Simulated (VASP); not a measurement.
# Zr (P6_3/mmc) in VASP: relaxation of cell and atoms with LDA

Aim: the relaxation of cell and atoms of Zr with LDA.

Everything below comes from runs of VASP 6.6.1. Logs are shortened: lines on timing, memory, paths and dates and some standing lists are left out, and cuts for length are marked.

## 1. The cell of the first run

Symmetry: P6_3/mmc, No. 194, hexagonal system. The conventional cell has a = 3.239 Å, b = 3.239 Å, c = 5.172 Å, α = 90.00°, β = 90.00°, γ = 120.00°. Zr (site symmetry -6m2) has 12 Zr at 3.19 to 3.24 Å within 4.2 Å.

## 2. Relaxation of cell and atoms, LDA

The input, INCAR:

```
  PREC = Accurate
  ENCUT = 600
  EDIFF = 1E-7
  ISMEAR = 0
  SIGMA = 0.1
  LREAL = False
  LASPH = True
  NELM = 60
  ALGO = Fast
  ISIF = 3
  LWAVE = False
  LCHARG = False
  IBRION = 2
  NSW = 100
  EDIFFG = -0.002
```

The input, KPOINTS:

```
Automatic mesh
0
Gamma
  12 12 8
```

The input, POSCAR:

```
Zr
1.0
    3.2392314100      0.0000000000      0.0000000000
   -1.6196157100      2.8052566900      0.0000000000
    0.0000000000      0.0000000000      5.1722200000
Zr
2
Direct
    0.3333333300      0.6666666700      0.2500000000
    0.6666666700      0.3333333300      0.7500000000
```

Potentials or basis: VASP PAW LDA potentials, release 64 (Zr_sv).

Command:

```
> cat potpaw_LDA.64/Zr_sv/POTCAR > POTCAR
> mpirun -np 1 vasp_std > vasp.out
```

OUTCAR:

```text
PREC = Accurate
   ENCUT = 600
   EDIFF = 1E-7
   ISMEAR = 0
   LREAL = False
   LASPH = True
   NELM = 60
   ISIF = 3
   IBRION = 2
   NSW = 100
   EDIFFG = -0.002

 ion  position               nearest neighbor table
   1  0.333  0.667  0.250-   2 3.19   2 3.19   2 3.19   2 3.19   2 3.19   2 3.19
   2  0.667  0.333  0.750-   1 3.19   1 3.19   1 3.19   1 3.19   1 3.19   1 3.19

  LATTYP: Found a hexagonal cell.
 ALAT       =     3.2392314100
 C/A-ratio  =     1.5967429755

  Lattice vectors:

 A1 = (   3.2392314100,   0.0000000000,   0.0000000000)
 A2 = (  -1.6196157100,   2.8052566900,   0.0000000000)
 A3 = (   0.0000000000,   0.0000000000,   5.1722200000)

Analysis of symmetry for initial positions (statically):
=====================================================================
 Subroutine PRICEL returns:
 Original cell was already a primitive cell.

 Routine SETGRP: Setting up the symmetry group for a
 hexagonal supercell.

 Subroutine GETGRP returns: Found 24 space group operations
 (whereof 12 operations were pure point group operations)
 out of a pool of 24 trial point group operations.

The static configuration has the point symmetry D_3d.
 The point group associated with its full space group is D_6h.

Analysis of symmetry for dynamics (positions and initial velocities):
=====================================================================
 Subroutine PRICEL returns:
 Original cell was already a primitive cell.

 Routine SETGRP: Setting up the symmetry group for a
 hexagonal supercell.

 Subroutine GETGRP returns: Found 24 space group operations
 (whereof 12 operations were pure point group operations)
 out of a pool of 24 trial point group operations.

The dynamic configuration has the point symmetry D_3d.
 The point group associated with its full space group is D_6h.

 Subroutine INISYM returns: Found 24 space group operations
 (whereof 12 operations are pure point group operations),
 and found     1 'primitive' translations

----------------------------------------------------------------------------------------

                                     Primitive cell

  volume of cell :      46.9993

  direct lattice vectors                    reciprocal lattice vectors
     3.239231410  0.000000000  0.000000000     0.308715208  0.178236809  0.000000000
    -1.619615710  2.805256690  0.000000000     0.000000000  0.356473617  0.000000000
     0.000000000  0.000000000  5.172220000     0.000000000  0.000000000  0.193340577

  length of vectors
     3.239231410  3.239231413  5.172220000     0.356473618  0.356473617  0.193340577

  position of ions in fractional coordinates (direct lattice)
     0.333333330  0.666666670  0.250000000
     0.666666670  0.333333330  0.750000000

  ion indices of the primitive-cell ions
   primitive index   ion index
                 1           1
                 2           2

----------------------------------------------------------------------------------------

 KPOINTS: Automatic mesh

Automatic generation of k-mesh.
 Grid dimensions read from file:
 generate k-points for:   12   12    8

 Generating k-lattice:

  Cartesian coordinates                     Fractional coordinates (reciprocal lattice)
     0.025726267  0.014853067  0.000000000     0.083333333 -0.000000000  0.000000000
     0.000000000  0.029706135  0.000000000     0.000000000  0.083333333  0.000000000
     0.000000000  0.000000000  0.024167572     0.000000000  0.000000000  0.125000000

  Length of vectors
     0.029706135  0.029706135  0.024167572

  Shift w.r.t. Gamma in fractional coordinates (k-lattice)
     0.000000000  0.000000000  0.000000000

 Subroutine IBZKPT returns following result:
 ===========================================

 Found     95 irreducible k-points:

 Following reciprocal coordinates:
            Coordinates               Weight
  0.000000  0.000000  0.000000      1.000000
  0.083333 -0.000000  0.000000      6.000000
  0.166667 -0.000000  0.000000      6.000000
  0.250000 -0.000000  0.000000      6.000000
  0.333333 -0.000000  0.000000      6.000000
  0.416667 -0.000000  0.000000      6.000000
[... 16 lines left out ...]
  0.250000 -0.000000  0.125000     12.000000
  0.333333 -0.000000  0.125000     12.000000
 [... further k-points ...]
   k-points           NKPTS =     95   k-points in BZ     NKDIM =     95   number of bands    NBANDS=     16
   number of dos      NEDOS =    301   number of ions     NIONS =      2
   total plane-waves  NPLWV =  32928
   dimension x,y,z NGX =    28 NGY =   28 NGZ =   42
   dimension x,y,z NGXF=    56 NGYF=   56 NGZF=   84
   ions per type =               2
   NGX,Y,Z   is equivalent  to a cutoff of  14.37, 14.37, 13.50 a.u.
   NGXF,Y,Z  is equivalent  to a cutoff of  28.74, 28.74, 27.00 a.u.
 SYSTEM =  unknown system
   PREC   = accura    normal or accurate (medium, high low for compatibility)
   ISTART =      0    job   : 0-new  1-cont  2-samecut
   ICHARG =      2    charge: 1-file 2-atom 10-const
   ISPIN  =      1    spin polarized calculation?
   LNONCOLLINEAR =      F non collinear calculations
   LSORBIT =      F    spin-orbit coupling
   LASPH  =      T    aspherical Exc in radial PAW
   ENCUT  =  600.0 eV  44.10 Ry    6.64 a.u.   6.47  6.47 10.33*2*pi/ulx,y,z
   NELM   =     60;   NELMIN=  2; NELMDL= -5     # of ELM steps
   EDIFF  = 0.1E-06   stopping-criterion for ELM
   LREAL  =      F    real-space projection
   EDIFFG = -.2E-02   stopping-criterion for IOM
   NSW    =    100    number of steps for IOM
   IBRION =      2    ionic relax: 0-MD 1-quasi-New 2-CG
   NFREE  =      1    steps in history (QN), initial steepest desc. (CG)
   ISIF   =      3    stress and relaxation
   ISYM   =      2    0-nonsym 1-usesym 2-fastsym
   POTIM  = 0.5000    time-step for ionic-motion
   TEBEG  =    0.0;   TEEND  =   0.0 temperature during run
   PSTRESS=    0.0 pullay stress
   NELECT =      24.0000    total number of electrons
   NUPDOWN=      -1.0000    fix difference up-down
   EMIN   =  10.00;   EMAX   =-10.00  energy-range for DOS
   EFERMI =   0.00;   METHOD = LEGACY
   ISMEAR =     0;   SIGMA  =   0.10  broadening in eV -4-tet -1-fermi 0-gaus
   EFERMI_NEDOS =   21; number of points for ismear=-14 and -15
   IALGO  =     68    algorithm
   IMIX   =      4    mixing-type and parameters
     AMIX     =   0.40;   BMIX     =  1.00
     AMIX_MAG =   1.60;   BMIX_MAG =  1.00
  volume/ion in A,a.u.               =      23.50       158.58
  Fermi-wavevector in a.u.,A,eV,Ry     =   1.308523  2.472750 23.296340  1.712233
  Thomas-Fermi vector in A             =   2.439184
   LORBIT       =      0    0 simple, 1 ext, 2 COOP (PROOUT), +10 PAW based schemes
   GGA     = CA    functional components
   LHFCALC =     F    Hartree Fock is set to
   AEXX    =    0.0000 exact exchange contribution
   IVDW    =     0    specifies the selected vdW correction
   LEPSILON=     F    determine dielectric tensor
   LRPA    =     F    only Hartree local field effects (RPA)
 conjugate gradient relaxation of ions
 non-spin polarized calculation
 RMM-DIIS sequential band-by-band and
 Gauss-broadening in eV      SIGMA  =   0.10
  energy-cutoff  :      600.00
  volume of cell :       47.00
 maximum number of plane-waves:      1592
 NGX is ok and might be reduce to    28
   NGX = 13   NGY = 13   NGZ = 21

--------------------------------------- Ionic step        1  -------------------------------------------

 number of electron      24.0000000 magnetization

 Free energy of the ion-electron system (eV)
  ---------------------------------------------------
  ext. energy  EPLUGINS =         0.00000000
  ---------------------------------------------------
  free energy    TOTEN  =       -18.51179002 eV

  energy without entropy =      -18.49999101  energy(sigma->0) =      -18.50589052

------------------------ aborting loop because EDIFF is reached ----------------------------------------

  FORCE on cell =-STRESS in cart. coord.  units (eV):
  Direction    XX          YY          ZZ          XY          YZ          ZX
  --------------------------------------------------------------------------------------
  -------------------------------------------------------------------------------------
  Total       -1.9882638     -1.9882638     -1.9954229      0.0000000     -0.0000000      0.0000000
  in kB      -67.7786672    -67.7786672    -68.0227156      0.0000001     -0.0000000      0.0000000
  external PRESSURE =     -67.8600167 kB  Pullay stress =       0.0000000 kB
[... 21 lines left out ...]
  energy  without entropy=      -18.4999910147  energy(sigma->0) =      -18.50589052

--------------------------------------- Ionic step        2  -------------------------------------------

 number of electron      24.0000000 magnetization

 E-fermi :  10.4352     XC(G=0): -11.9382

 val. band max:       10.4183419902   @ k =   0.4167   0.0833   0.0000
 cond. band min:      10.4555383915   @ k =   0.1667   0.1667   0.5000
 fundamental gap:      0.0371964013
 Fermi energy:        10.4352092075

 k-point     1 :       0.0000    0.0000    0.0000
  band No.  band energies     occupation
      1     -37.9223      2.00000
      2     -37.6471      2.00000
      3     -16.8786      2.00000
      4     -15.5358      2.00000
      5     -15.5358      2.00000
      6     -15.3227      2.00000
[... 8 lines left out ...]
     15      12.0873      0.00000
     16      12.2909      0.00000
[... 420 lines left out ...]
  band No.  band energies     occupation
      1     -37.7439      2.00000
      2     -37.5965      2.00000
      3     -16.5249      2.00000
      4     -16.2698      2.00000
      5     -16.1489      2.00000
      6     -15.7747      2.00000
[... 8 lines left out ...]
     15      11.8724      0.00000
     16      14.4158      0.00000

 [... further k-points ...]

------------------------ aborting loop because EDIFF is reached ----------------------------------------

  FORCE on cell =-STRESS in cart. coord.  units (eV):
  Direction    XX          YY          ZZ          XY          YZ          ZX
  --------------------------------------------------------------------------------------
  -------------------------------------------------------------------------------------
  Total        2.0175303      2.0175303      2.5003195     -0.0000000      0.0000000     -0.0000000
  in kB       79.7171331     79.7171331     98.7932131     -0.0000001      0.0000000     -0.0000000
  external PRESSURE =      86.0758264 kB  Pullay stress =       0.0000000 kB
[... 237 lines left out ...]
  energy  without entropy=      -18.5750310475  energy(sigma->0) =      -18.58086282

--------------------------------------- Ionic step        9  -------------------------------------------

 number of electron      24.0000000 magnetization

 Free energy of the ion-electron system (eV)
  ---------------------------------------------------
  ext. energy  EPLUGINS =         0.00000000
  ---------------------------------------------------
  free energy    TOTEN  =       -18.58669698 eV

  energy without entropy =      -18.57503890  energy(sigma->0) =      -18.58086794

 E-fermi :   9.5354     XC(G=0): -11.5929

 val. band max:        9.5267261381   @ k =   0.4167   0.1667   0.2500
 cond. band min:       9.5364502064   @ k =   0.1667   0.1667   0.3750
 fundamental gap:      0.0097240683
 Fermi energy:         9.5353568383

 k-point     1 :       0.0000    0.0000    0.0000
  band No.  band energies     occupation
      1     -38.9103      2.00000
      2     -38.7096      2.00000
      3     -17.7024      2.00000
      4     -16.6210      2.00000
      5     -16.6210      2.00000
      6     -16.4653      2.00000
[... 8 lines left out ...]
     15      11.1210      0.00000
     16      11.1210      0.00000
[... 420 lines left out ...]
  band No.  band energies     occupation
      1     -38.7764      2.00000
      2     -38.6692      2.00000
      3     -17.4169      2.00000
      4     -17.2148      2.00000
      5     -17.1219      2.00000
      6     -16.8129      2.00000
[... 8 lines left out ...]
     15      10.7935      0.00000
     16      13.2417      0.00000

 [... further k-points ...]

------------------------ aborting loop because EDIFF is reached ----------------------------------------

  FORCE on cell =-STRESS in cart. coord.  units (eV):
  Direction    XX          YY          ZZ          XY          YZ          ZX
  --------------------------------------------------------------------------------------
  -------------------------------------------------------------------------------------
  Total        0.0013380      0.0013380      0.0023143     -0.0000000      0.0000000      0.0000000
  in kB        0.0491244      0.0491244      0.0849701     -0.0000000      0.0000000      0.0000000
  external PRESSURE =       0.0610730 kB  Pullay stress =       0.0000000 kB
[... 17 lines left out ...]
  FREE ENERGIE OF THE ION-ELECTRON SYSTEM (eV)
  ---------------------------------------------------
  free  energy   TOTEN  =       -18.5866969810 eV

  energy  without entropy=      -18.5750388993  energy(sigma->0) =      -18.58086794

 reached required accuracy - stopping structural energy minimisation
```

Wall time 7.2 min (1 thread of AMD EPYC 9R45 (Zen 5), shared host); peak memory 0.19 GiB.

What came out:

```yaml
Free_energy: -18.5867 eV
Relaxed_volume: 21.82 Å³/atom
Relaxed_cell: a = 3.154 Å, b = 3.154 Å, c = 5.066 Å, α = 90.00°, β = 90.00°, γ = 120.00°
Space_group_after_relaxing_to_0.1_Å: P6_3/mmc (No. 194)
Energy_gained_by_relaxing: 37.5 meV/atom
Ionic_steps: 9
Pressure_after_relaxing: 0.0 GPa
Band_gap_on_the_k_mesh: zero (bands 12 and 13 overlap by 1.22 eV)
```

Step by step:
| step | energy change (eV) | largest force (eV/Å) | pressure (GPa) | volume (Å³) |
| --- | --- | --- | --- | --- |
| 1 | 0.0000 | 0.0000 | -6.79 | 47.00 |
| 2 | 0.0047 | 0.0000 | 8.61 | 40.55 |
| 3 | -0.0746 | 0.0000 | -0.11 | 43.70 |
| 4 | -0.0747 | 0.0000 | 0.05 | 43.63 |
| 5 | -0.0748 | 0.0000 | 0.04 | 43.63 |
| 6 | -0.0749 | 0.0000 | 0.03 | 43.62 |
| 7 | -0.0749 | 0.0000 | 0.04 | 43.62 |
| 8 | -0.0749 | 0.0000 | -0.07 | 43.65 |
| 9 | -0.0749 | 0.0000 | 0.01 | 43.64 |

Final structure:
```
Zr
1.0
     3.15394    0.00000    0.00000
    -1.57697    2.73139    0.00000
     0.00000    0.00000    5.06558
Zr
2
Direct
  0.33333 0.66667 0.25000
  0.66667 0.33333 0.75000
```

Levels at points of the mesh, in eV from the Fermi level:
| k point | band 10 | band 11 | band 12 | band 13 | band 14 | band 15 |
| --- | --- | --- | --- | --- | --- | --- |
| (0.00, 0.00, 0.00) | -3.22 | 0.85 | 0.85 | 0.93 | 1.45 | 1.59 |
| (0.50, 0.00, 0.00) | -2.60 | -2.35 | 0.02 | 0.53 | 0.80 | 1.52 |
| (0.00, 0.00, 0.50) | -3.97 | 0.00 | 0.00 | 0.76 | 0.76 | 0.76 |
| (0.50, 0.00, 0.50) | -3.07 | -1.22 | -1.22 | 1.95 | 1.95 | 2.34 |
